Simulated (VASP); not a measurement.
A run of VASP 6.6.1:

The input INCAR:

```
SYSTEM = Al2Cu
ALGO = Fast
EDIFF = 1E-7
ENCUT = 520
GGA = PS
ISIF = 2
ISMEAR = 0
LASPH = .True.
LCHARG = .False.
LREAL = .False.
LWAVE = .False.
NBANDS = 46
NELM = 60
PREC = Accurate
SIGMA = 0.1
```

File KPOINTS:

```
k-points
0
Gamma
  6 6 8
  0 0 0
```

File POSCAR:

```
Al2Cu
1.0
    5.8725030388      0.0000000000      0.0000000000
    0.0000000000      5.8725030388      0.0000000000
    0.0000000000      0.0000000000      4.8976083923
Al Cu
8 4
Direct
    0.1605467554      0.3394532446      0.0000000000
    0.1605467554      0.6605467554      0.5000000000
    0.8394532446      0.3394532446      0.5000000000
    0.8394532446      0.6605467554      0.0000000000
    0.6605467554      0.8394532446      0.5000000000
    0.6605467554      0.1605467554      0.0000000000
    0.3394532446      0.8394532446      0.0000000000
    0.3394532446      0.1605467554      0.5000000000
    0.0000000000      0.0000000000      0.7500000000
    0.0000000000      0.0000000000      0.2500000000
    0.5000000000      0.5000000000      0.2500000000
    0.5000000000      0.5000000000      0.7500000000
```

Potentials or basis: VASP PAW PBE potentials, release 64 (Al, Cu).

Command:

```sh
$ cat potpaw_PBE.64/Al/POTCAR potpaw_PBE.64/Cu/POTCAR > POTCAR
$ mpirun -np 1 vasp_std > vasp.out
```

Hardware: 1 thread of Intel(R) Xeon(R) 6975P-C (Granite Rapids), on a shared host.

Question: How long does it take, and how much memory?

Answer: It took 5.8 min on 1 thread of Intel(R) Xeon(R) 6975P-C (Granite Rapids) (shared host), peak memory 0.45 GiB. Counts: scf iterations 25, k points 50.
